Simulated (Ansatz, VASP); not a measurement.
## Al: VASP beside Ansatz

```
Al
1.0
     5.08234    0.00000    0.00000
    -2.54117    4.40143    0.00000
     0.00000    0.00000    2.78694
Al
3
Direct
  0.50000 0.50000 0.33333
  0.50000 0.00000 0.00000
  0.00000 0.50000 0.66667
```

Alike in both runs: functional PBE; k mesh 12 × 12 × 16; occupations gaussian, width 0.1 eV; no spin polarisation.

Ansatz relaxed the structure, and its values are those at the end. VASP's run is a single point on that final structure, the one shown.

|  | VASP | Ansatz |
| --- | --- | --- |
| version | VASP 6.6.1 | Ansatz 0.2.0 |
| potentials or method | VASP PAW PBE potentials, release 64 (Al), cutoff 520 eV | scalar-relativistic, plane waves, PAW |
| valence electrons in the cell | 9 | 9 |

```tsv
	VASP	Ansatz	Ansatz less VASP
gap on the k mesh at the Fermi level (eV)	none	none	-
pressure (GPa)	0.0	0.0	+0.02
```

A gap of «none» marks a metal or a gap that the smearing closes.
